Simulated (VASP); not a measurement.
# BN (P6_3mc) in VASP: further runs

Runs on BN. Level: PBEsol. Tasks: single point.

Everything below comes from runs of VASP 6.6.1. Logs are shortened: lines on timing, memory, paths and dates and some standing lists are left out, and cuts for length are marked.

## Step 1: The cell of the first run

Symmetry: P6_3mc, No. 186, hexagonal system. The conventional cell has a = 2.656 Å, b = 2.656 Å, c = 4.227 Å, α = 90.00°, β = 90.00°, γ = 120.00°. B (site symmetry 3m) has 4 N at 1.58 to 1.62 Å within 2.1 Å. Within 2.1 Å of N (site symmetry 3m) lie 4 B at 1.58 to 1.62 Å.

## Step 2: Single point, PBEsol (strain +0.040 along x and y, +0.000 along z)

INCAR

```
  ALGO = Normal
  EDIFF = 1E-6
  ENCUT = 520
  GGA = PS
  ISIF = 2
  ISMEAR = 0
  LASPH = T
  LCHARG = F
  LREAL = F
  LWAVE = F
  NBANDS = 16
  NELM = 80
  PREC = Accurate
  SIGMA = 0.05
```

KPOINTS

```
k-points
0
Gamma
  12 12 6
```

POSCAR

```
BN
1.0
    2.6560971858      0.0000000000      0.0000000000
   -1.3280485929      2.3002476378      0.0000000000
    0.0000000000      0.0000000000      4.2268550000
B N
2 2
Direct
    0.6666666667      0.3333333333      0.9997240000
    0.3333333333      0.6666666667      0.4997240000
    0.6666666667      0.3333333333      0.6252760000
    0.3333333333      0.6666666667      0.1252760000
```

Potentials or basis: VASP PAW PBE potentials, release 64 (B, N).

Command:

```
$ cat potpaw_PBE.64/B/POTCAR potpaw_PBE.64/N/POTCAR > POTCAR
$ mpirun -np 1 vasp_std > vasp.out
```

OUTCAR:

```text
EDIFF = 1E-6
   ENCUT = 520
   GGA = PS
   ISIF = 2
   ISMEAR = 0
   LASPH = T
   LREAL = F
   NELM = 80
   PREC = Accurate

 ion  position               nearest neighbor table
   1  0.667  0.333  1.000-   3 1.58   4 1.62   4 1.62   4 1.62
   2  0.333  0.667  0.500-   4 1.58   3 1.62   3 1.62   3 1.62
   3  0.667  0.333  0.625-   1 1.58   2 1.62   2 1.62   2 1.62
   4  0.333  0.667  0.125-   2 1.58   1 1.62   1 1.62   1 1.62

  LATTYP: Found a hexagonal cell.
 ALAT       =     2.6560971858
 C/A-ratio  =     1.5913781403

  Lattice vectors:

 A1 = (   2.6560971858,   0.0000000000,   0.0000000000)
 A2 = (  -1.3280485929,   2.3002476378,   0.0000000000)
 A3 = (   0.0000000000,   0.0000000000,   4.2268550000)

Analysis of symmetry for initial positions (statically):
=====================================================================
 Subroutine PRICEL returns:
 Original cell was already a primitive cell.

 Routine SETGRP: Setting up the symmetry group for a
 hexagonal supercell.

 Subroutine GETGRP returns: Found 12 space group operations
 (whereof  6 operations were pure point group operations)
 out of a pool of 24 trial point group operations.

The static configuration has the point symmetry C_3v.
 The point group associated with its full space group is C_6v.

Analysis of symmetry for dynamics (positions and initial velocities):
=====================================================================
 Subroutine PRICEL returns:
 Original cell was already a primitive cell.

 Routine SETGRP: Setting up the symmetry group for a
 hexagonal supercell.

 Subroutine GETGRP returns: Found 12 space group operations
 (whereof  6 operations were pure point group operations)
 out of a pool of 24 trial point group operations.

The dynamic configuration has the point symmetry C_3v.
 The point group associated with its full space group is C_6v.

 Subroutine INISYM returns: Found 12 space group operations
 (whereof  6 operations are pure point group operations),
 and found     1 'primitive' translations

----------------------------------------------------------------------------------------

                                     Primitive cell

  volume of cell :      25.8247

  direct lattice vectors                    reciprocal lattice vectors
     2.656097186  0.000000000  0.000000000     0.376492248  0.217367901  0.000000000
    -1.328048593  2.300247638  0.000000000     0.000000000  0.434735801  0.000000000
     0.000000000  0.000000000  4.226855000     0.000000000  0.000000000  0.236582518

  length of vectors
     2.656097186  2.656097186  4.226855000     0.434735801  0.434735801  0.236582518

  position of ions in fractional coordinates (direct lattice)
     0.666666667  0.333333333  0.999724000
     0.333333333  0.666666667  0.499724000
     0.666666667  0.333333333  0.625276000
     0.333333333  0.666666667  0.125276000

  ion indices of the primitive-cell ions
   primitive index   ion index
                 1           1
                 2           2
                 3           3
                 4           4

----------------------------------------------------------------------------------------

 KPOINTS: k-points

Automatic generation of k-mesh.
 Grid dimensions read from file:
 generate k-points for:   12   12    6

 Generating k-lattice:

  Cartesian coordinates                     Fractional coordinates (reciprocal lattice)
     0.031374354  0.018113992  0.000000000     0.083333333  0.000000000  0.000000000
     0.000000000  0.036227983  0.000000000     0.000000000  0.083333333  0.000000000
     0.000000000  0.000000000  0.039430420     0.000000000  0.000000000  0.166666667

  Length of vectors
     0.036227983  0.036227983  0.039430420

  Shift w.r.t. Gamma in fractional coordinates (k-lattice)
     0.000000000  0.000000000  0.000000000

 Subroutine IBZKPT returns following result:
 ===========================================

 Found     76 irreducible k-points:

 Following reciprocal coordinates:
            Coordinates               Weight
  0.000000  0.000000  0.000000      1.000000
  0.083333  0.000000  0.000000      6.000000
  0.166667  0.000000  0.000000      6.000000
  0.250000  0.000000  0.000000      6.000000
  0.333333 -0.000000  0.000000      6.000000
  0.416667  0.000000  0.000000      6.000000
[... 16 lines left out ...]
  0.250000  0.000000  0.166667     12.000000
  0.333333 -0.000000  0.166667     12.000000
 [... further k-points ...]
   k-points           NKPTS =     76   k-points in BZ     NKDIM =     76   number of bands    NBANDS=     16
   number of dos      NEDOS =    301   number of ions     NIONS =      4
   total plane-waves  NPLWV =  12800
   dimension x,y,z NGX =    20 NGY =   20 NGZ =   32
   dimension x,y,z NGXF=    40 NGYF=   40 NGZF=   64
   ions per type =               2   2
   NGX,Y,Z   is equivalent  to a cutoff of  12.52, 12.52, 12.59 a.u.
   NGXF,Y,Z  is equivalent  to a cutoff of  25.04, 25.04, 25.17 a.u.
 SYSTEM =  unknown system
   PREC   = accura    normal or accurate (medium, high low for compatibility)
   ISTART =      0    job   : 0-new  1-cont  2-samecut
   ICHARG =      2    charge: 1-file 2-atom 10-const
   ISPIN  =      1    spin polarized calculation?
   LNONCOLLINEAR =      F non collinear calculations
   LSORBIT =      F    spin-orbit coupling
   LASPH  =      T    aspherical Exc in radial PAW
   ENCUT  =  520.0 eV  38.22 Ry    6.18 a.u.   4.94  4.94  7.86*2*pi/ulx,y,z
   NELM   =     80;   NELMIN=  2; NELMDL= -5     # of ELM steps
   EDIFF  = 0.1E-05   stopping-criterion for ELM
   LREAL  =      F    real-space projection
   EDIFFG = 0.1E-04   stopping-criterion for IOM
   NSW    =      0    number of steps for IOM
   IBRION =     -1    ionic relax: 0-MD 1-quasi-New 2-CG
   NFREE  =      0    steps in history (QN), initial steepest desc. (CG)
   ISIF   =      2    stress and relaxation
   ISYM   =      2    0-nonsym 1-usesym 2-fastsym
   POTIM  = 0.5000    time-step for ionic-motion
   TEBEG  =    0.0;   TEEND  =   0.0 temperature during run
   PSTRESS=    0.0 pullay stress
   NELECT =      16.0000    total number of electrons
   NUPDOWN=      -1.0000    fix difference up-down
   EMIN   =  10.00;   EMAX   =-10.00  energy-range for DOS
   EFERMI =   0.00;   METHOD = LEGACY
   ISMEAR =     0;   SIGMA  =   0.05  broadening in eV -4-tet -1-fermi 0-gaus
   EFERMI_NEDOS =   21; number of points for ismear=-14 and -15
   IALGO  =     38    algorithm
   IMIX   =      4    mixing-type and parameters
     AMIX     =   0.40;   BMIX     =  1.00
     AMIX_MAG =   1.60;   BMIX_MAG =  1.00
  volume/ion in A,a.u.               =       6.46        43.57
  Fermi-wavevector in a.u.,A,eV,Ry     =   1.395628  2.637354 26.501104  1.947776
  Thomas-Fermi vector in A             =   2.519061
   LORBIT       =      0    0 simple, 1 ext, 2 COOP (PROOUT), +10 PAW based schemes
   GGA     = PS    functional components
   LHFCALC =     F    Hartree Fock is set to
   AEXX    =    0.0000 exact exchange contribution
   IVDW    =     0    specifies the selected vdW correction
   LEPSILON=     F    determine dielectric tensor
   LRPA    =     F    only Hartree local field effects (RPA)
 non-spin polarized calculation
 Gauss-broadening in eV      SIGMA  =   0.05
  energy-cutoff  :      520.00
  volume of cell :       25.82
 maximum number of plane-waves:       720
 NGX is ok and might be reduce to    20
   NGX =  9   NGY =  9   NGZ = 15

 number of electron      15.9999995 magnetization

 Free energy of the ion-electron system (eV)
  ---------------------------------------------------
  ext. energy  EPLUGINS =         0.00000000
  ---------------------------------------------------
  free energy    TOTEN  =       -36.33684222 eV

  energy without entropy =      -36.33684222  energy(sigma->0) =      -36.33684222

 E-fermi :   6.6744     XC(G=0): -12.5737

 val. band max:        6.4355173962   @ k =   0.0000   0.0000   0.0000
 cond. band min:      11.6252214076   @ k =   0.3333   0.3333   0.0000
 fundamental gap:      5.1897040114
 Fermi energy:         6.6743637379

 k-point     1 :       0.0000    0.0000    0.0000
  band No.  band energies     occupation
      1     -12.9909      2.00000
      2      -8.8747      2.00000
      3      -3.6719      2.00000
      4       4.2072      2.00000
      5       4.2072      2.00000
      6       6.2456      2.00000
[... 8 lines left out ...]
     15      17.5995      0.00000
     16      21.8660      0.00000

 k-point     2 :       0.0833    0.0000    0.0000
  band No.  band energies     occupation
      1     -12.8538      2.00000
      2      -8.7768      2.00000
      3      -3.5365      2.00000
      4       3.5620      2.00000
      5       3.9557      2.00000
      6       5.8655      2.00000
[... 8 lines left out ...]
     15      17.9882      0.00000
     16      21.6576      0.00000

 k-point     3 :       0.1667    0.0000    0.0000
  band No.  band energies     occupation
      1     -12.4477      2.00000
      2      -8.5010      2.00000
      3      -3.1358      2.00000
      4       2.0333      2.00000
      5       3.3629      2.00000
      6       4.5686      2.00000
[... 8 lines left out ...]
     15      19.0040      0.00000
     16      21.0287      0.00000

 k-point     4 :       0.2500    0.0000    0.0000
  band No.  band energies     occupation
      1     -11.7899      2.00000
      2      -8.1140      2.00000
      3      -2.4894      2.00000
      4       0.2588      2.00000
      5       2.6965      2.00000
      6       2.9621      2.00000
[... 8 lines left out ...]
     15      20.3263      0.00000
     16      20.7868      0.00000
[... 324 lines left out ...]
 k-point    22 :       0.1667    0.0000    0.1667
  band No.  band energies     occupation
      1     -12.2863      2.00000
      2      -9.0201      2.00000
      3      -2.3766      2.00000
      4       2.1914      2.00000
      5       3.4981      2.00000
      6       4.0752      2.00000
[... 8 lines left out ...]
     15      18.6878      0.00000
     16      21.0020      0.00000

 k-point    23 :       0.2500    0.0000    0.1667
  band No.  band energies     occupation
      1     -11.6340      2.00000
      2      -8.5671      2.00000
      3      -1.9143      2.00000
      4       0.5203      2.00000
      5       2.4728      2.00000
      6       2.8390      2.00000
[... 8 lines left out ...]
     15      20.0010      0.00000
     16      20.9479      0.00000

 k-point    24 :       0.3333   -0.0000    0.1667
  band No.  band energies     occupation
      1     -10.7779      2.00000
      2      -8.1134      2.00000
      3      -1.9145      2.00000
      4      -0.3538      2.00000
      5       0.8838      2.00000
      6       2.2812      2.00000
[... 8 lines left out ...]
     15      21.2630      0.00000
     16      21.5361      0.00000

 [... further k-points ...]

------------------------ aborting loop because EDIFF is reached ----------------------------------------

  FORCE on cell =-STRESS in cart. coord.  units (eV):
  Direction    XX          YY          ZZ          XY          YZ          ZX
  --------------------------------------------------------------------------------------
  -------------------------------------------------------------------------------------
  Total       -6.3700182     -6.3700182     -1.5211162      0.0000000      0.0000000      0.0000000
  in kB     -395.1985572   -395.1985572    -94.3706780      0.0000000      0.0000000      0.0000000
  external PRESSURE =    -294.9225975 kB  Pullay stress =       0.0000000 kB

 VOLUME and BASIS-vectors are now :
 -----------------------------------------------------------------------------
  energy-cutoff  :      520.00
  volume of cell :       25.82
      direct lattice vectors                 reciprocal lattice vectors
     2.656097186  0.000000000  0.000000000     0.376492248  0.217367901  0.000000000
    -1.328048593  2.300247638  0.000000000     0.000000000  0.434735801  0.000000000
     0.000000000  0.000000000  4.226855000     0.000000000  0.000000000  0.236582518

 POSITION                                       TOTAL-FORCE (eV/Angst)
 -----------------------------------------------------------------------------------
      1.32805      0.76675      4.22569        -0.000000     -0.000000      0.024266
     -0.00000      1.53350      2.11226         0.000000      0.000000      0.024266
      1.32805      0.76675      2.64295         0.000000     -0.000000     -0.024266
     -0.00000      1.53350      0.52952        -0.000000      0.000000     -0.024266
 -----------------------------------------------------------------------------------
    total drift:                               -0.000000     -0.000000     -0.000436

  FREE ENERGIE OF THE ION-ELECTRON SYSTEM (eV)
  ---------------------------------------------------
  free  energy   TOTEN  =       -36.3368422239 eV

  energy  without entropy=      -36.3368422239  energy(sigma->0) =      -36.33684222
```

It took 37 s on 1 thread of AMD EPYC 7R43 (Zen 3), shared host; peak memory 0.11 GiB.

What came out:

```
Free energy            : -36.3368 eV
Pressure               : -29.5 GPa
Largest force          : 0.024 eV/Å
Band gap on the k mesh : 5.19 eV, indirect (least direct gap 7.45 eV)
```

Forces in eV/Å, atoms in the order of the input:
```
B    0.000  0.000  0.024
B    0.000  0.000  0.024
N    0.000  0.000 -0.024
N    0.000  0.000 -0.024
```

Stress tensor (GPa, compression positive):
```
-39.52   0.00   0.00
  0.00 -39.52   0.00
  0.00   0.00  -9.44
```

Levels at points of the mesh, in eV from the valence-band top:
| k point | band 6 | band 7 | band 8 | band 9 | band 10 | band 11 |
| --- | --- | --- | --- | --- | --- | --- |
| (0.00, 0.00, 0.00) | -0.19 | 0.00 | 0.00 | 7.61 | 7.61 | 7.72 |
| (0.50, 0.00, 0.00) | -4.79 | -4.15 | -1.80 | 5.87 | 7.74 | 9.79 |
| (0.00, 0.00, 0.50) | -1.24 | -1.24 | -1.24 | 8.07 | 8.07 | 9.16 |
| (0.50, 0.00, 0.50) | -3.54 | -3.14 | -3.14 | 6.16 | 6.16 | 9.60 |

Caveat: the cell differs from its parent crystal (strain +0.040 along x and y, +0.000 along z); the PAW data sets were made with another functional, which shifts forces and pressure a little. A k mesh can miss the band edges.

## Step 3: Single point, PBEsol (strain +0.080 along x and y, -0.040 along z)

INCAR

```
PREC = Accurate
ENCUT = 520
EDIFF = 1E-6
ISMEAR = 0
SIGMA = 0.05
LREAL = False
LASPH = True
NELM = 100
ALGO = Normal
ISIF = 2
LWAVE = False
LCHARG = True
GGA = PS
LELF = True
LVHAR = True
NBANDS = 16
```

KPOINTS

```
regular mesh
0
Gamma
  12 12 6
```

POSCAR

```
BN
1.0
    2.7582547698      0.0000000000      0.0000000000
   -1.3791273849      2.3887187008      0.0000000000
    0.0000000000      0.0000000000      4.0577808000
B N
2 2
Direct
    0.6666666667      0.3333333333      0.9997240000
    0.3333333333      0.6666666667      0.4997240000
    0.6666666667      0.3333333333      0.6252760000
    0.3333333333      0.6666666667      0.1252760000
```

Potentials or basis: VASP PAW PBE potentials, release 64 (B, N).

Command:

```
$ cat potpaw_PBE.64/B/POTCAR potpaw_PBE.64/N/POTCAR > POTCAR
$ mpirun -np 1 vasp_std > vasp.out
```

It took 66 s on 1 thread of AMD EPYC 7R43 (Zen 3), shared host; peak memory 0.12 GiB.

The run converged. Its results:

```yaml
Free_energy: -35.6474 eV
Pressure: -32.8 GPa
Largest_force: 0.217 eV/Å
Band_gap_on_the_k_mesh: 4.94 eV, indirect (least direct gap 5.95 eV)
```

Forces on the atoms (eV/Å):
```
B    0.000  0.000  0.217
B    0.000  0.000  0.217
N    0.000  0.000 -0.217
N    0.000  0.000 -0.217
```

Stress tensor (GPa, compression positive):
```
-61.94   0.00   0.00
  0.00 -61.94   0.00
  0.00   0.00  25.56
```

Levels at points of the mesh, in eV from the valence-band top:
| k point | band 4 | band 5 | band 6 | band 7 | band 8 | band 9 | band 10 | band 11 | band 12 | band 13 |
| --- | --- | --- | --- | --- | --- | --- | --- | --- | --- | --- |
| (0.00, 0.00, 0.00) | -2.76 | -2.76 | -0.34 | 0.00 | 0.00 | 5.95 | 6.80 | 6.80 | 7.76 | 10.87 |
| (0.50, 0.00, 0.00) | -6.45 | -6.26 | -5.10 | -4.23 | -1.42 | 4.94 | 7.89 | 9.05 | 9.79 | 14.16 |
| (0.00, 0.00, 0.50) | -4.50 | -1.56 | -1.56 | -1.56 | -1.56 | 6.70 | 6.70 | 8.50 | 8.50 | 8.50 |
| (0.50, 0.00, 0.50) | -9.17 | -3.61 | -3.61 | -2.72 | -2.72 | 5.83 | 5.83 | 10.11 | 10.11 | 12.80 |

Caveat: the cell differs from its parent crystal (strain +0.080 along x and y, -0.040 along z); the PAW data sets were made with another functional, which shifts forces and pressure a little.
